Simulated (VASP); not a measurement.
Set up this calculation in VASP 6.6.1, as the native input.

- Task: single point
- Functional: PBEsol
- Potentials or basis: VASP PAW PBE potentials, release 64 (Mg, O)
- Cutoff: 520 eV
- k mesh: 10 × 10 × 10
- Occupations: gaussian, width 0.05 eV
- Spin: no spin polarisation
- Dipole correction: no
- Further INCAR settings: ALGO = Normal; EDIFF = 1e-06; NBANDS = 11

The structure of MgO lies in POSCAR:

```
MgO
1.0
    0.0000000000      2.1427928167      2.1427928167
    2.1427928167      0.0000000000      2.1427928167
    2.1427928167      2.1427928167      0.0000000000
Mg O
1 1
Direct
    0.0126180202      0.0126180202     -0.0126180202
    0.4808312406      0.4808312406      0.5191687594
```

One way to write it, as run:

INCAR

```
SYSTEM = MgO
PREC = Accurate ; ENCUT = 520
EDIFF = 1E-6 ; ISMEAR = 0
SIGMA = 0.05 ; LREAL = .FALSE.
LASPH = .TRUE. ; NELM = 100
ALGO = Normal ; ISIF = 2
LWAVE = .FALSE. ; LCHARG = .TRUE.
GGA = PS ; LELF = .TRUE.
LVHAR = .TRUE. ; NBANDS = 11
```

KPOINTS

```
Automatic mesh
0
G
  10 10 10
  0 0 0
```

Potentials or basis: VASP PAW PBE potentials, release 64 (Mg, O).

Launch:

```sh
$ cat potpaw_PBE.64/Mg/POTCAR potpaw_PBE.64/O/POTCAR > POTCAR
$ mpirun -np 1 vasp_std > vasp.out
```

It gave:

| Property | Result |
| --- | --- |
| Pressure | -6.1 GPa |
| Largest force | 0.651 eV/Å |
| Band gap on the k mesh | 4.15 eV, direct |

Caveat: the PAW data sets were made with another functional, which shifts forces and pressure a little.

Wall time 13 s on 1 thread of AMD EPYC 9R45 96-Core Processor (Zen 5), on a shared host, peak memory 0.12 GiB.
